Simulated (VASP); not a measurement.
The system is Pt.

```
Pt
1.0
     2.74214    0.00000    0.00000
    -1.37107    2.37476    0.00000
     0.00000    0.00000    4.75997
Pt
2
Cartesian
  0.0000 1.5832 1.1900
  1.3711 0.7916 3.5700
```

Base run:

- Program: VASP 6.6.1
- Functional: r2SCAN
- Potentials or basis: VASP PAW PBE potentials, release 64 (Pt)
- Cutoff: 520 eV
- k mesh: 11 × 11 × 6
- Occupations: fermi-dirac, width 0.05 eV
- Spin: no spin polarisation

Its results: band gap on the k mesh zero (band 10 reaches 10.90 eV, above the bottom of band 11 at 9.58 eV); pressure -0.7 GPa.

**Question.** The run is repeated on the same cell with these changes: potentials or basis from VASP PAW PBE potentials, release 64 (Pt) to VASP PAW PBE potentials, release 64 (Pt_sv_GW); cutoff from 520 eV to 550 eV; further incar settings from ALGO = Normal; EDIFF = 1e-06; NBANDS = 17 to ALGO = Normal; EDIFF = 1e-06; NBANDS = 25; valence electrons from 20 to 36. What comes out?

**Answer.** Band gap on the k mesh zero (band 18 reaches 10.39 eV, above the bottom of band 19 at 9.07 eV); pressure -3.3 GPa.

Caveats: the PAW data sets were made with another functional, which shifts forces and pressure a little; spin-orbit coupling is left out, which moves the levels of the heavy elements.
